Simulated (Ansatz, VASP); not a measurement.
## Two plane-wave programs on ZrB

The input INCAR:

```
PREC = Accurate
ENCUT = 520
EDIFF = 1E-6
ISMEAR = 0
SIGMA = 0.05
LREAL = False
LASPH = True
NELM = 60
ALGO = Normal
ISIF = 2
LWAVE = False
LCHARG = False
GGA = PE
NBANDS = 14
```

Contents of KPOINTS:

```
Automatic mesh
0
Gamma
  8 8 8
```

File POSCAR:

```
ZrB
1.0
    0.0000000000      2.4546525569      2.4546525569
    2.4546525569      0.0000000000      2.4546525569
    2.4546525569      2.4546525569      0.0000000000
Zr B
1 1
Direct
    0.5000000000      0.5000000000      0.5000000000
    0.0000000000      0.0000000000      0.0000000000
```

Input for Ansatz:

```yaml
crystal:
  lattice:
    - [0.0, 2.4546525569, 2.4546525569]
    - [2.4546525569, 0.0, 2.4546525569]
    - [2.4546525569, 2.4546525569, 0.0]
  atoms:
    - { symbol: Zr, position: [0.5, 0.5, 0.5] }
    - { symbol: B, position: [0.0, 0.0, 0.0] }
basis:
  ecutwfc: 420
  ecutrho_ratio: 4
kpoints:
  mp_grid: { grid: [8, 8, 8] }
hamiltonian:
  xc: pbe
scf:
  occupations: { method: gaussian, width: 0.05 }
output:
  forces: true
  stress: true
  eigenvalues: true
```

Alike in both runs: task single point; functional PBE; k mesh 8 × 8 × 8; occupations gaussian, width 0.05 eV; no spin polarisation.

|  | VASP | Ansatz |
| --- | --- | --- |
| version | VASP 6.6.1 | Ansatz 0.2.0 |
| potentials or method | VASP PAW PBE potentials, release 64 (Zr_sv, B), cutoff 520 eV | scalar-relativistic, plane waves, PAW |
| valence electrons in the cell | 15 | 15 |

Ansatz gave:

* gap on the k mesh at the Fermi level (eV): none
* pressure (GPa): -0.4

What did VASP give for the same quantities?

gap on the k mesh at the Fermi level (eV): none; pressure (GPa): -0.3.

A gap of «none» marks a metal or a gap that the smearing closes.
